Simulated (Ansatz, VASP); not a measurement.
Y2ScAs3: VASP beside Ansatz

Contents of INCAR:

```
SYSTEM = Y2ScAs3
ALGO = Normal
EDIFF = 1E-6
ENCUT = 520
GGA = PE
ISIF = 2
ISMEAR = 0
ISPIN = 2
LASPH = .True.
LCHARG = .False.
LMAXMIX = 4
LORBIT = 11
LREAL = .False.
LWAVE = .False.
MAGMOM = 0 0 1 0 0 0
NBANDS = 37
NELM = 150
PREC = Accurate
SIGMA = 0.1
```

File KPOINTS:

```
k-points
0
Gamma
  6 6 2
  0 0 0
```

File POSCAR:

```
Y2ScAs3
1.0
    4.5731806765      0.0000000000      0.0000000000
   -2.2865903383      3.9604906419      0.0000000000
    0.0000000000      0.0000000000      7.6080951208
Y Sc As
2 1 3
Direct
    0.3333333333      0.6666666667      0.2806425151
    0.3333333333      0.6666666667      0.7193574849
    0.6666666667      0.3333333333      0.0000000000
    0.6666666667      0.3333333333      0.5000000000
    0.0000000000      0.0000000000      0.0000000000
    0.0000000000      0.0000000000      0.5000000000
```

Input for Ansatz:

```yaml
crystal:
  lattice:
    - [4.5731806765, 0.0, 0.0]
    - [-2.2865903383, 3.9604906419, 0.0]
    - [0.0, 0.0, 7.6080951208]
  atoms:
    - { symbol: "Y", position: [0.3333333333, 0.6666666667, 0.2806425151] }
    - { symbol: "Y", position: [0.3333333333, 0.6666666667, 0.7193574849] }
    - { symbol: Sc, position: [0.6666666667, 0.3333333333, 0.0], spin: 1.0 }
    - { symbol: As, position: [0.6666666667, 0.3333333333, 0.5] }
    - { symbol: As, position: [0.0, 0.0, 0.0] }
    - { symbol: As, position: [0.0, 0.0, 0.5] }
basis:
  ecutwfc: 420
kpoints:
  mp_grid: { grid: [6, 6, 2] }
hamiltonian:
  xc: pbe
scf:
  occupations: { method: gaussian, width: 0.1 }
  lower_state_search: "off"
output:
  forces: true
  stress: true
  eigenvalues: true
  populations: true
magnetization:
  spin_polarized: true
```

Change from the starting cell: species swapped into the La2CuSi3 type (P-6m2, No. 187).

Alike in both runs: task single point; functional PBE; k mesh 6 × 6 × 2; occupations gaussian, width 0.1 eV; collinear spin.

|  | VASP | Ansatz |
| --- | --- | --- |
| version | VASP 6.6.1 | Ansatz 0.2.0 |
| potentials or method | VASP PAW PBE potentials, release 64 (Y_sv, Sc_sv, As), cutoff 520 eV | scalar-relativistic, plane waves, PAW |
| valence electrons in the cell | 48 | 78 |

```tsv
	VASP	Ansatz	Ansatz less VASP
gap on the k mesh at the Fermi level (eV)	none	none	-
pressure (GPa)	0.2	0.0	-0.12
traceless stress, the component that is largest in VASP (GPa)	0.31	0.41	+0.094
rms of the force components (eV/Å)	0.006	0.008	+0.0014
net moment per atom (μB)	0.13	0.13	0.000
size of the moment on the site where the two differ most (μB)	0.43	0.36	-0.071
```

Site moments also hang on the region over which each program counts them. Atom by atom the forces differ by 0.001 eV/Å (rms over components). A gap of «none» marks a metal or a gap that the smearing closes. VASP's potentials hold 48 valence electrons a cell and Ansatz's 78, so a difference there can come from the potentials and not from the codes.

The k mesh is coarse, so the values compare programs but aren't converged.
